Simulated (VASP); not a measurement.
# Co (Pm-3m) in VASP: a series of runs

The runs below take Co through single point, with PBE, HSE06.

All numbers are computed with VASP 6.6.1; they aren't measurements. Logs are shortened: lines on timing, memory, paths and dates and some standing lists are left out, and cuts for length are marked.

### Step 1. The cell of the first run

Symmetry: Pm-3m, No. 221, cubic system. Conventional cell: a = 2.285 Å, b = 2.285 Å, c = 2.285 Å, α = 90.00°, β = 90.00°, γ = 90.00°. Within 3.0 Å of Co (site symmetry m-3m) lie 6 Co at 2.28 Å.

This isn't the form of Co at room conditions, which is hcp.

### Step 2. Single point, PBE

INCAR

```
SYSTEM = Co
PREC = Accurate
ENCUT = 520
EDIFF = 1E-6
ISMEAR = -1
SIGMA = 0.1
LREAL = .False.
LASPH = .True.
NELM = 100
ALGO = Normal
ISIF = 2
LWAVE = .False.
LCHARG = .False.
GGA = PE
NBANDS = 10
```

KPOINTS

```
regular mesh
0
Gamma
  7 7 7
  0 0 0
```

POSCAR

```
Co
1.0
    2.2848713209      0.0000000000      0.0000000000
    0.0000000000      2.2848713209      0.0000000000
    0.0000000000      0.0000000000      2.2848713209
Co
1
Direct
    0.0000000000      0.0000000000      0.0000000000
```

Potentials or basis: VASP PAW PBE potentials, release 64 (Co).

The run is started by

```sh
> cat potpaw_PBE.64/Co/POTCAR > POTCAR
> mpirun -np 1 vasp_std > vasp.out
```

OUTCAR:

```text
SYSTEM = Co
   PREC = Accurate
   ENCUT = 520
   EDIFF = 1E-6
   ISMEAR = -1
   LREAL = .False.
   LASPH = .True.
   NELM = 100
   ISIF = 2
   GGA = PE

 ion  position               nearest neighbor table
   1  0.000  0.000  0.000-

  LATTYP: Found a simple cubic cell.
 ALAT       =     2.2848713209

  Lattice vectors:

 A1 = (   2.2848713209,   0.0000000000,   0.0000000000)
 A2 = (   0.0000000000,   2.2848713209,   0.0000000000)
 A3 = (   0.0000000000,   0.0000000000,   2.2848713209)

Analysis of symmetry for initial positions (statically):
=====================================================================
 Subroutine PRICEL returns:
 Original cell was already a primitive cell.

 Routine SETGRP: Setting up the symmetry group for a
 simple cubic supercell.

 Subroutine GETGRP returns: Found 48 space group operations
 (whereof 48 operations were pure point group operations)
 out of a pool of 48 trial point group operations.

The static configuration has the point symmetry O_h .

Analysis of symmetry for dynamics (positions and initial velocities):
=====================================================================
 Subroutine PRICEL returns:
 Original cell was already a primitive cell.

 Routine SETGRP: Setting up the symmetry group for a
 simple cubic supercell.

 Subroutine GETGRP returns: Found 48 space group operations
 (whereof 48 operations were pure point group operations)
 out of a pool of 48 trial point group operations.

The dynamic configuration has the point symmetry O_h .

 Subroutine INISYM returns: Found 48 space group operations
 (whereof 48 operations are pure point group operations),
 and found     1 'primitive' translations

----------------------------------------------------------------------------------------

                                     Primitive cell

  volume of cell :      11.9285

  direct lattice vectors                    reciprocal lattice vectors
     2.284871321  0.000000000  0.000000000     0.437661408  0.000000000  0.000000000
     0.000000000  2.284871321  0.000000000     0.000000000  0.437661408  0.000000000
     0.000000000  0.000000000  2.284871321     0.000000000  0.000000000  0.437661408

  length of vectors
     2.284871321  2.284871321  2.284871321     0.437661408  0.437661408  0.437661408

  position of ions in fractional coordinates (direct lattice)
     0.000000000  0.000000000  0.000000000

  ion indices of the primitive-cell ions
   primitive index   ion index
                 1           1

----------------------------------------------------------------------------------------

 KPOINTS: regular mesh

Automatic generation of k-mesh.
 Grid dimensions read from file:
 generate k-points for:    7    7    7

 Generating k-lattice:

  Cartesian coordinates                     Fractional coordinates (reciprocal lattice)
     0.062523058  0.000000000  0.000000000     0.142857143  0.000000000  0.000000000
     0.000000000  0.062523058  0.000000000     0.000000000  0.142857143  0.000000000
     0.000000000  0.000000000  0.062523058     0.000000000  0.000000000  0.142857143

  Length of vectors
     0.062523058  0.062523058  0.062523058

  Shift w.r.t. Gamma in fractional coordinates (k-lattice)
     0.000000000  0.000000000  0.000000000

 Subroutine IBZKPT returns following result:
 ===========================================

 Found     20 irreducible k-points:

 Following reciprocal coordinates:
            Coordinates               Weight
  0.000000  0.000000  0.000000      1.000000
  0.142857  0.000000  0.000000      6.000000
  0.285714  0.000000  0.000000      6.000000
  0.428571  0.000000  0.000000      6.000000
  0.142857  0.142857  0.000000     12.000000
  0.285714  0.142857  0.000000     24.000000
[... 12 lines left out ...]
  0.428571  0.428571  0.285714     24.000000
  0.428571  0.428571  0.428571      8.000000
   k-points           NKPTS =     20   k-points in BZ     NKDIM =     20   number of bands    NBANDS=     10
   number of dos      NEDOS =    301   number of ions     NIONS =      1
   total plane-waves  NPLWV =   5832
   dimension x,y,z NGX =    18 NGY =   18 NGZ =   18
   dimension x,y,z NGXF=    36 NGYF=   36 NGZF=   36
   ions per type =               1
   NGX,Y,Z   is equivalent  to a cutoff of  13.10, 13.10, 13.10 a.u.
   NGXF,Y,Z  is equivalent  to a cutoff of  26.19, 26.19, 26.19 a.u.
 SYSTEM =  Co
   PREC   = accura    normal or accurate (medium, high low for compatibility)
   ISTART =      0    job   : 0-new  1-cont  2-samecut
   ICHARG =      2    charge: 1-file 2-atom 10-const
   ISPIN  =      1    spin polarized calculation?
   LNONCOLLINEAR =      F non collinear calculations
   LSORBIT =      F    spin-orbit coupling
   LASPH  =      T    aspherical Exc in radial PAW
   ENCUT  =  520.0 eV  38.22 Ry    6.18 a.u.   4.25  4.25  4.25*2*pi/ulx,y,z
   NELM   =    100;   NELMIN=  2; NELMDL= -5     # of ELM steps
   EDIFF  = 0.1E-05   stopping-criterion for ELM
   LREAL  =      F    real-space projection
   EDIFFG = 0.1E-04   stopping-criterion for IOM
   NSW    =      0    number of steps for IOM
   IBRION =     -1    ionic relax: 0-MD 1-quasi-New 2-CG
   NFREE  =      0    steps in history (QN), initial steepest desc. (CG)
   ISIF   =      2    stress and relaxation
   ISYM   =      2    0-nonsym 1-usesym 2-fastsym
   POTIM  = 0.5000    time-step for ionic-motion
   TEBEG  =    0.0;   TEEND  =   0.0 temperature during run
   PSTRESS=    0.0 pullay stress
   NELECT =       9.0000    total number of electrons
   NUPDOWN=      -1.0000    fix difference up-down
   EMIN   =  10.00;   EMAX   =-10.00  energy-range for DOS
   EFERMI =   0.00;   METHOD = LEGACY
   ISMEAR =    -1;   SIGMA  =   0.10  broadening in eV -4-tet -1-fermi 0-gaus
   EFERMI_NEDOS =   21; number of points for ismear=-14 and -15
   IALGO  =     38    algorithm
   IMIX   =      4    mixing-type and parameters
     AMIX     =   0.40;   BMIX     =  1.00
     AMIX_MAG =   1.60;   BMIX_MAG =  1.00
  volume/ion in A,a.u.               =      11.93        80.50
  Fermi-wavevector in a.u.,A,eV,Ry     =   1.490369  2.816390 30.221273  2.221201
  Thomas-Fermi vector in A             =   2.603160
   LORBIT       =      0    0 simple, 1 ext, 2 COOP (PROOUT), +10 PAW based schemes
   GGA     = PE    functional components
   LHFCALC =     F    Hartree Fock is set to
   AEXX    =    0.0000 exact exchange contribution
   IVDW    =     0    specifies the selected vdW correction
   LEPSILON=     F    determine dielectric tensor
   LRPA    =     F    only Hartree local field effects (RPA)
 non-spin polarized calculation
  energy-cutoff  :      520.00
  volume of cell :       11.93
 maximum number of plane-waves:       341
 NGX is ok and might be reduce to    18
   NGX =  9   NGY =  9   NGZ =  9

 number of electron       9.0000005 magnetization

 Free energy of the ion-electron system (eV)
  ---------------------------------------------------
  ext. energy  EPLUGINS =         0.00000000
  ---------------------------------------------------
  free energy    TOTEN  =        -6.07163503 eV

  energy without entropy =       -5.98074936  energy(sigma->0) =       -6.02619219

 E-fermi :   8.8914     XC(G=0): -12.7587

 val. band max:        8.8889459239   @ k =   0.1429   0.1429   0.1429
 cond. band min:       8.9112847111   @ k =   0.1429   0.1429   0.1429
 fundamental gap:      0.0223387873
 Fermi energy:         8.8914043327

 k-point     1 :       0.0000    0.0000    0.0000
  band No.  band energies     occupation
      1       0.7381      2.00000
      2       5.3626      2.00000
      3       5.3626      2.00000
      4       9.4041      0.01180
      5       9.4041      0.01180
      6       9.4041      0.01180
      7      29.1995      0.00000
      8      29.1995      0.00000
      9      29.1995      0.00000
     10      33.2408      0.00000

 k-point     2 :       0.1429    0.0000    0.0000
  band No.  band energies     occupation
      1       1.3632      2.00000
      2       5.4605      2.00000
      3       5.6833      2.00000
      4       9.1352      0.16064
      5       9.1352      0.16064
      6       9.4258      0.00951
      7      24.2923      0.00000
      8      30.0719      0.00000
      9      30.0719      0.00000
     10      33.2466      0.00000

 k-point     3 :       0.2857    0.0000    0.0000
  band No.  band energies     occupation
      1       3.0223      2.00000
      2       5.6863      2.00000
      3       6.5111      2.00000
      4       8.5702      1.92257
      5       8.5702      1.92257
      6       9.4748      0.00584
      7      18.5898      0.00000
      8      32.4565      0.00000
      9      32.4565      0.00000
     10      33.2599      0.00000

 k-point     4 :       0.4286    0.0000    0.0000
  band No.  band energies     occupation
      1       4.7818      2.00000
      2       5.8737      2.00000
      3       7.5317      2.00000
      4       8.1500      1.99880
      5       8.1500      1.99880
      6       9.5143      0.00393
      7      14.4736      0.00000
      8      33.2716      0.00000
      9      35.8519      0.00000
     10      35.8521      0.00000

 k-point     5 :       0.1429    0.1429    0.0000
  band No.  band energies     occupation
      1       1.9687      2.00000
      2       5.6618      2.00000
      3       5.9105      2.00000
      4       8.8593      1.15911
      5       9.1245      0.17714
      6       9.2034      0.08459
      7      24.4215      0.00000
      8      25.5005      0.00000
      9      30.9256      0.00000
     10      34.3777      0.00000

 k-point     6 :       0.2857    0.1429    0.0000
  band No.  band energies     occupation
      1       3.5391      2.00000
      2       5.9230      2.00000
      3       6.6431      2.00000
      4       8.4524      1.97551
      5       8.6082      1.88880
      6       9.2320      0.06423
      7      19.0902      0.00000
      8      26.8356      0.00000
      9      33.2666      0.00000
     10      34.7392      0.00000
[... 131 lines left out ...]
 k-point    17 :       0.2857    0.2857    0.2857
  band No.  band energies     occupation
      1       5.3869      2.00000
      2       7.0926      2.00000
      3       7.0926      2.00000
      4       8.1489      1.99881
      5       8.1489      1.99881
      6      10.7169      0.00000
      7      22.2596      0.00000
      8      22.2596      0.00000
      9      24.5483      0.00000
     10      33.9161      0.00000

 k-point    18 :       0.4286    0.2857    0.2857
  band No.  band energies     occupation
      1       5.5361      2.00000
      2       6.6582      2.00000
      3       7.0331      2.00000
      4       8.1292      1.99902
      5       8.9489      0.72027
      6      13.4760      0.00000
      7      17.6398      0.00000
      8      25.2608      0.00000
      9      25.4154      0.00000
     10      29.4122      0.00000

 k-point    19 :       0.4286    0.4286    0.2857
  band No.  band energies     occupation
      1       5.3369      2.00000
      2       6.5190      2.00000
      3       6.5994      2.00000
      4       8.5493      1.93672
      5       9.9553      0.00005
      6      16.0071      0.00000
      7      18.8392      0.00000
      8      21.8907      0.00000
      9      24.0896      0.00000
     10      29.0226      0.00000

 k-point    20 :       0.4286    0.4286    0.4286
  band No.  band energies     occupation
      1       5.6696      2.00000
      2       5.9070      2.00000
      3       5.9070      2.00000
      4      10.0105      0.00003
      5      10.0105      0.00003
      6      18.6632      0.00000
      7      21.6843      0.00000
      8      21.6843      0.00000
      9      22.7074      0.00000
     10      27.8241      0.00000

------------------------ aborting loop because EDIFF is reached ----------------------------------------

  FORCE on cell =-STRESS in cart. coord.  units (eV):
  Direction    XX          YY          ZZ          XY          YZ          ZX
  --------------------------------------------------------------------------------------
  -------------------------------------------------------------------------------------
  Total       -0.0532096     -0.0532096     -0.0532096     -0.0000000      0.0000000     -0.0000000
  in kB       -7.1468668     -7.1468668     -7.1468668     -0.0000000      0.0000000     -0.0000000
  external PRESSURE =      -7.1468668 kB  Pullay stress =       0.0000000 kB

 VOLUME and BASIS-vectors are now :
 -----------------------------------------------------------------------------
  energy-cutoff  :      520.00
  volume of cell :       11.93
      direct lattice vectors                 reciprocal lattice vectors
     2.284871321  0.000000000  0.000000000     0.437661408  0.000000000  0.000000000
     0.000000000  2.284871321  0.000000000     0.000000000  0.437661408  0.000000000
     0.000000000  0.000000000  2.284871321     0.000000000  0.000000000  0.437661408

 POSITION                                       TOTAL-FORCE (eV/Angst)
 -----------------------------------------------------------------------------------
      0.00000      0.00000      0.00000         0.000000      0.000000      0.000000
 -----------------------------------------------------------------------------------
    total drift:                               -0.000000      0.000000      0.000000

  FREE ENERGIE OF THE ION-ELECTRON SYSTEM (eV)
  ---------------------------------------------------
  free  energy   TOTEN  =        -6.0716350254 eV

  energy  without entropy=       -5.9807493553  energy(sigma->0) =       -6.02619219
```

It took 6.6 s on 1 thread of Intel Xeon 8259CL, shared host; peak memory 0.12 GiB.

What came out:

```
Free energy            : -6.0716 eV
Pressure               : -0.7 GPa
Band gap on the k mesh : zero (an odd number of electrons rules out a gap without spin polarisation)
```

Levels at points of the mesh, in eV from the Fermi level:
| k point | band 1 | band 2 | band 3 | band 4 | band 5 | band 6 | band 7 | band 8 | band 9 |
| --- | --- | --- | --- | --- | --- | --- | --- | --- | --- |
| (0.00, 0.00, 0.00) | -8.15 | -3.53 | -3.53 | 0.51 | 0.51 | 0.51 | 20.31 | 20.31 | 20.31 |

Caveat: the k points lie up to 0.39 Å⁻¹ apart, too coarse for converged energies and pressures of a metal; the run has no spin polarisation, though such a crystal can be magnetic. Spin polarisation is off, so any magnetic state and its effect on volume and gap are missing.

(Part 1 of 2 ends here.)
